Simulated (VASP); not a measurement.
Write the native input for VASP 6.6.1 that does the following.

* Task: single point
* Functional: PBE
* Potentials or basis: VASP PAW PBE potentials, release 64 (B, N)
* Cutoff: 520 eV
* k mesh: 12 × 12 × 12
* Occupations: gaussian, width 0.05 eV
* Spin: no spin polarisation
* Dipole correction: no
* Further INCAR settings: ALGO = Normal; EDIFF = 1e-06; NBANDS = 11

The structure of BN lies in POSCAR:

```
BN
1.0
    0.0000000000      1.8120810260      1.8604635894
    1.8604635894      0.0000000000      1.8604635894
    1.8604635894      1.8120810260      0.0000000000
B N
1 1
Direct
    0.0248333266     -0.0248333266     -0.0248333266
    0.7308347069      0.7691652931      0.7691652931
```

The input as run:

INCAR

```
SYSTEM = BN
PREC     = Accurate       ! precision mode
ENCUT    = 520            ! plane-wave cutoff, eV
EDIFF    = 1E-6           ! SCF threshold, eV
ISMEAR   = 0              ! smearing method
SIGMA    = 0.05           ! smearing width, eV
LREAL    = .False.        ! projectors in reciprocal space
LASPH    = .True.         ! aspherical terms in the spheres
NELM     = 100            ! most SCF steps
ALGO     = Normal         ! electronic algorithm
ISIF     = 2              ! what is computed and relaxed
LWAVE    = .False.        ! write WAVECAR
LCHARG   = .True.         ! write CHGCAR
GGA      = PE             ! functional
LELF     = .True.         ! ELF
LVHAR    = .True.       
NBANDS   = 11             ! bands
```

KPOINTS

```
Automatic mesh
0
Gamma
  12 12 12
  0 0 0
```

Potentials or basis: VASP PAW PBE potentials, release 64 (B, N).

Run with:

```bash
$ cat potpaw_PBE.64/B/POTCAR potpaw_PBE.64/N/POTCAR > POTCAR
$ mpirun -np 1 vasp_std > vasp.out
```

Results of the run:

| Property | Result |
| --- | --- |
| Pressure | -11.0 GPa |
| Largest force | 3.173 eV/Å |
| Band gap on the k mesh | 2.75 eV, indirect (least direct gap 6.80 eV) |

Caveat: forces of over 1 eV/Å act on the atoms, so gaps and moduli don't describe the material at rest.

Wall time 62 s on 1 thread of Intel(R) Xeon(R) Platinum 8259CL CPU @ 2.50GHz (Skylake/Cascade Lake), with other jobs on the host, peak memory 0.17 GiB.
